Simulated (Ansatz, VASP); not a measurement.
# Au: VASP beside Ansatz

File INCAR:

```
SYSTEM = Au
ALGO     = Normal         ! electronic algorithm
EDIFF    = 1E-6           ! SCF threshold, eV
ENCUT    = 520            ! plane-wave cutoff, eV
GGA      = PE             ! functional
ISIF     = 2              ! what is computed and relaxed
ISMEAR   = -1             ! smearing method
LASPH    = .TRUE.         ! aspherical terms in the spheres
LCHARG   = .FALSE.        ! write CHGCAR
LREAL    = .FALSE.        ! projectors in reciprocal space
LWAVE    = .FALSE.        ! write WAVECAR
NBANDS   = 12             ! bands
NELM     = 100            ! most SCF steps
PREC     = Accurate       ! precision mode
SIGMA    = 0.08           ! smearing width, eV
```

KPOINTS

```
k-points
0
G
  14 14 14
  0 0 0
```

The input POSCAR:

```
Au
1.0
    0.0000000000      2.0856180283      2.0856180283
    2.0856180283      0.0000000000      2.0856180283
    2.0856180283      2.0856180283      0.0000000000
Au
1
Direct
    0.0000000000      0.0000000000      0.0000000000
```

Input for Ansatz:

```yaml
crystal:
  lattice:
    - [0.0, 2.0856180283, 2.0856180283]
    - [2.0856180283, 0.0, 2.0856180283]
    - [2.0856180283, 2.0856180283, 0.0]
  atoms:
    - { symbol: Au, position: [0.0, 0.0, 0.0] }
kpoints:
  mp_grid: { grid: [14, 14, 14] }
scf:
  occupations: { method: fermi_dirac, width: 0.08 }
hamiltonian:
  xc: pbe
  pseudopotentials: { kind: all_electron, lapw: { basis_error: 0.00025 } }
output:
  forces: true
  stress: true
  eigenvalues: true
```

Change from the starting cell: volume scaled by 1.06.

Alike in both runs: task single point; functional PBE; k mesh 14 × 14 × 14; occupations fermi-dirac, width 0.08 eV; no spin polarisation.

```csv
,VASP,Ansatz
version,VASP 6.6.1,Ansatz 0.2.0
potentials or method,"VASP PAW PBE potentials, release 64 (Au), cutoff 520 eV","all-electron LAPW, scalar-relativistic"
```

|  | VASP | Ansatz | Ansatz less VASP |
| --- | --- | --- | --- |
| pressure (GPa) | -1.6 | -1.3 | +0.21 |

Ansatz ran all-electron here, and VASP with PAW potentials.

Spin-orbit coupling is off throughout.
